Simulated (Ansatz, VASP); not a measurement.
## Hg in VASP and in Ansatz

INCAR

```
PREC     = Accurate       # precision mode
ENCUT    = 520            # plane-wave cutoff, eV
EDIFF    = 1E-6           # SCF threshold, eV
ISMEAR   = -1             # smearing method
SIGMA    = 0.05           # smearing width, eV
LREAL    = False          # projectors in reciprocal space
LASPH    = True           # aspherical terms in the spheres
NELM     = 80             # most SCF steps
ALGO     = Normal         # electronic algorithm
ISIF     = 2              # what is computed and relaxed
LWAVE    = False          # write WAVECAR
LCHARG   = False          # write CHGCAR
GGA      = PS             # functional
NBANDS   = 25             # bands
```

KPOINTS

```
Automatic mesh
0
Gamma
  8 8 9
```

File POSCAR:

```
Hg
1.0
    4.5550851948      0.0000000000      0.0000000000
   -2.2775425974      3.9448194950      0.0000000000
    0.0000000000      0.0000000000      3.8828572373
Hg
3
Direct
    0.3333333333      0.6666666667      0.5000000000
    0.0000000000      0.0000000000      0.0000000000
    0.6666666667      0.3333333333      0.5000000000
```

Input for Ansatz:

```yaml
crystal:
  lattice:
    - [4.5550851948, 0.0, 0.0]
    - [-2.2775425974, 3.944819495, 0.0]
    - [0.0, 0.0, 3.8828572373]
  atoms:
    - { symbol: Hg, position: [0.3333333333, 0.6666666667, 0.5] }
    - { symbol: Hg, position: [0.0, 0.0, 0.0] }
    - { symbol: Hg, position: [0.6666666667, 0.3333333333, 0.5] }
kpoints:
  mp_grid: { grid: [8, 8, 9] }
  band_path:
    path:
      - [0.0, 0.0, 0.0]
      - [0.5, 0.0, 0.0]
      - [0.3333333333, 0.3333333333, 0.0]
      - [0.0, 0.0, 0.0]
      - [0.0, 0.0, 0.5]
      - [0.5, 0.0, 0.5]
      - [0.3333333333, 0.3333333333, 0.5]
      - [0.0, 0.0, 0.5]
      - [0.5, 0.0, 0.5]
    npoints: 5
scf:
  occupations: { method: fermi_dirac, width: 0.05 }
hamiltonian:
  xc: pbesol
  pseudopotentials: { kind: all_electron, lapw: { basis_error: 0.0005 } }
output:
  forces: true
  stress: true
  eigenvalues: true
```

Change from the starting cell: volume scaled by 1.01.

Alike in both runs: task single point; functional PBEsol; k mesh 8 × 8 × 9; occupations fermi-dirac, width 0.05 eV; no spin polarisation.

|  | VASP | Ansatz |
| --- | --- | --- |
| version | VASP 6.6.1 | Ansatz 0.2.0 |
| potentials or method | VASP PAW PBE potentials, release 64 (Hg), cutoff 520 eV | all-electron LAPW, scalar-relativistic |

```csv
,VASP,Ansatz,Ansatz less VASP
pressure (GPa),7.8,7.0,-0.79
"traceless stress, the component that is largest in VASP (GPa)",-8.34,-7.80,+0.549
```

VASP's potentials were made for PBE, not for PBEsol. Ansatz ran all-electron here, and VASP with PAW potentials.

Spin-orbit coupling is off throughout.
